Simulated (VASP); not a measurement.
A run of VASP 6.6.1 is set up as follows.

The input INCAR:

```
  PREC = Accurate
  ENCUT = 520
  EDIFF = 1E-6
  ISMEAR = -1
  SIGMA = 0.1
  LREAL = F
  LASPH = T
  NELM = 60
  ALGO = Normal
  ISIF = 2
  LWAVE = F
  LCHARG = F
  GGA = PS
  NBANDS = 11
```

Contents of KPOINTS:

```
Automatic mesh
0
Gamma
  19 19 19
```

The input POSCAR:

```
Pt
1.0
   -1.5612956039      1.5612956039      1.5612956039
    1.5612956039     -1.5612956039      1.5612956039
    1.5612956039      1.5612956039     -1.5612956039
Pt
1
Direct
    0.0000000000      0.0000000000      0.0000000000
```

Potentials or basis: VASP PAW PBE potentials, release 64 (Pt).

Launch:

```bash
$ cat potpaw_PBE.64/Pt/POTCAR > POTCAR
$ mpirun -np 1 vasp_std > vasp.out
```

Task: Estimate the band gap on the k mesh.

Result: Zero (bands 5 and 6 overlap by 2.19 eV).

Task: What does it give for the pressure?

Result: -0.4 GPa.

Caveat: the PAW data sets were made with another functional, which shifts forces and pressure a little; spin-orbit coupling is left out, which moves the levels of the heavy elements.
